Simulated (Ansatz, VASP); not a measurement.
Two plane-wave programs on Al

The input INCAR:

```
SYSTEM = Al
PREC = Accurate
ENCUT = 520
EDIFF = 1E-7
ISMEAR = 0
SIGMA = 0.15
LREAL = .FALSE.
LASPH = .TRUE.
NELM = 80
ALGO = Fast
ISIF = 2
LWAVE = .FALSE.
LCHARG = .FALSE.
GGA = PE
IVDW = 12
NBANDS = 22
```

File KPOINTS:

```
regular mesh
0
G
  16 16 2
  0 0 0
```

POSCAR

```
Al
1.0
   -2.8144222649      0.0000000000      0.0000000000
   -1.4072111325     -2.4373611784      0.0000000000
   -2.5798870762     -1.6249074522     18.4820941423
Al
8
Direct
    0.9635416667      0.9583333333      0.0625000000
    0.6718750000      0.6250000000      0.5625000000
   -0.0677083333     -0.1250000000      0.6875000000
    0.2239583333      0.2083333333      0.1875000000
   -0.4739583333     -0.5416666667      0.8125000000
   -0.1822916667     -0.2083333333      0.3125000000
    0.1197916667      0.0416666667      0.9375000000
    0.4114583333      0.3750000000      0.4375000000
```

Input for Ansatz:

```yaml
crystal:
  lattice:
    - [-2.8144222649, 0.0, 0.0]
    - [-1.4072111325, -2.4373611784, 0.0]
    - [-2.5798870762, -1.6249074522, 18.4820941423]
  atoms:
    - { symbol: Al, position: [0.9635416667, 0.9583333333, 0.0625] }
    - { symbol: Al, position: [0.671875, 0.625, 0.5625] }
    - { symbol: Al, position: [-0.0677083333, -0.125, 0.6875] }
    - { symbol: Al, position: [0.2239583333, 0.2083333333, 0.1875] }
    - { symbol: Al, position: [-0.4739583333, -0.5416666667, 0.8125] }
    - { symbol: Al, position: [-0.1822916667, -0.2083333333, 0.3125] }
    - { symbol: Al, position: [0.1197916667, 0.0416666667, 0.9375] }
    - { symbol: Al, position: [0.4114583333, 0.375, 0.4375] }
basis:
  ecutwfc: 420
kpoints:
  mp_grid: { grid: [16, 16, 2] }
hamiltonian:
  xc: pbe
  pseudopotentials: { kind: paw, azcp: { folder: soft_1 } }
  dispersion: d3bj
scf:
  occupations: { method: gaussian, width: 0.15 }
output:
  forces: true
  stress: true
  eigenvalues: true
```

Alike in both runs: task single point; functional PBE; dispersion D3(BJ); k mesh 16 × 16 × 2; occupations gaussian, width 0.15 eV; no spin polarisation.

|  | VASP | Ansatz |
| --- | --- | --- |
| version | VASP 6.6.1 | Ansatz 0.2.0 |
| potentials or method | VASP PAW PBE potentials, release 64 (Al), cutoff 520 eV | scalar-relativistic, plane waves, PAW |
| valence electrons in the cell | 24 | 24 |

```tsv
	VASP	Ansatz	Ansatz less VASP
gap on the k mesh at the Fermi level (eV)	none	none	-
pressure (GPa)	2.3	2.3	0.00
traceless stress, the component that is largest in VASP (GPa)	4.59	4.59	-0.007
rms of the force components (eV/Å)	0.634	0.634	-0.0006
```

Atom by atom the forces differ by 0.001 eV/Å (rms over components). A gap of «none» marks a metal or a gap that the smearing closes.
